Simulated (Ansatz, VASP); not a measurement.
Two plane-wave programs on TiAl3

```
CELL_PARAMETERS angstrom
-2.02029 2.02029 4.13996
2.02029 -2.02029 4.13996
2.02029 2.02029 -4.13996
ATOMIC_POSITIONS crystal
Ti 0.00000 0.00000 0.00000
Al 0.50000 0.50000 0.00000
Al 0.75000 0.25000 0.50000
Al 0.25000 0.75000 0.50000
```

Alike in both runs: task single point; functional PBE; k mesh 16 × 16 × 16; occupations gaussian, width 0.1 eV; no spin polarisation.

```csv
,VASP,Ansatz
version,VASP 6.6.1,Ansatz 0.2.0
potentials or method,"VASP PAW PBE potentials, release 64 (Ti_sv, Al), cutoff 520 eV","scalar-relativistic, plane waves, PAW"
valence electrons in the cell,21,21
```

VASP gave:

| Property | Result |
| --- | --- |
| gap on the k mesh at the Fermi level (eV) | none |
| pressure (GPa) | -5.3 |
| traceless stress, the component that is largest in VASP (GPa) | 8.43 |

Question: Which values does Ansatz return?

Answer: gap on the k mesh at the Fermi level (eV): none; pressure (GPa): -5.2; traceless stress, the component that is largest in VASP (GPa): 8.42.

A gap of «none» marks a metal or a gap that the smearing closes.
